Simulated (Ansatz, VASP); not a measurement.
## NaTa4F: VASP beside Ansatz

File INCAR:

```
ALGO = Normal
EDIFF = 1E-7
ENCUT = 520
GGA = PE
ISIF = 2
ISMEAR = 0
LASPH = T
LCHARG = F
LREAL = F
LWAVE = F
NBANDS = 38
NELM = 60
PREC = Accurate
SIGMA = 0.1
```

The input KPOINTS:

```
k-points
0
Gamma
  4 4 4
```

File POSCAR:

```
NaTa4F
1.0
    0.0000000000      3.6004768900      3.6004768900
    3.6004768900      0.0000000000      3.6004768900
    3.6004768900      3.6004768900      0.0000000000
Na Ta F
1 4 1
Direct
    0.7500000000      0.7500000000      0.7500000000
    0.3735206500      0.3735206500      0.8794380400
    0.8794380400      0.3735206500      0.3735206500
    0.3735206500      0.3735206500      0.3735206500
    0.3735206500      0.8794380400      0.3735206500
    0.0000000000      0.0000000000      0.0000000000
```

Input for Ansatz:

```yaml
crystal:
  lattice:
    - [0.0, 3.60047689, 3.60047689]
    - [3.60047689, 0.0, 3.60047689]
    - [3.60047689, 3.60047689, 0.0]
  atoms:
    - { symbol: Na, position: [0.75, 0.75, 0.75] }
    - { symbol: Ta, position: [0.37352065, 0.37352065, 0.87943804] }
    - { symbol: Ta, position: [0.87943804, 0.37352065, 0.37352065] }
    - { symbol: Ta, position: [0.37352065, 0.37352065, 0.37352065] }
    - { symbol: Ta, position: [0.37352065, 0.87943804, 0.37352065] }
    - { symbol: F, position: [0.0, 0.0, 0.0] }
basis:
  ecutwfc: 420
kpoints:
  mp_grid: { grid: [4, 4, 4] }
hamiltonian:
  xc: pbe
scf:
  occupations: { method: gaussian, width: 0.1 }
  lower_state_search: "off"
output:
  forces: true
  stress: true
  eigenvalues: true
```

Change from the starting cell: species swapped into the NdInNi4 type (F-43m, No. 216).

Alike in both runs: task single point; functional PBE; k mesh 4 × 4 × 4; occupations gaussian, width 0.1 eV; no spin polarisation.

```csv
,VASP,Ansatz
version,VASP 6.6.1,Ansatz 0.2.0
potentials or method,"VASP PAW PBE potentials, release 64 (Na_pv, Ta_pv, F), cutoff 520 eV","scalar-relativistic, plane waves, PAW"
valence electrons in the cell,58,68
```

|  | VASP | Ansatz | Ansatz less VASP |
| --- | --- | --- | --- |
| gap on the k mesh at the Fermi level (eV) | none | none | - |
| rms of the force components (eV/Å) | 1.054 | 1.042 | -0.0123 |

Atom by atom the forces differ by 0.012 eV/Å (rms over components). A gap of «none» marks a metal or a gap that the smearing closes. VASP's potentials hold 58 valence electrons a cell and Ansatz's 68, so a difference there can come from the potentials and not from the codes.

The k mesh is coarse, so the values compare programs but aren't converged. Neither program's run includes spin-orbit coupling.
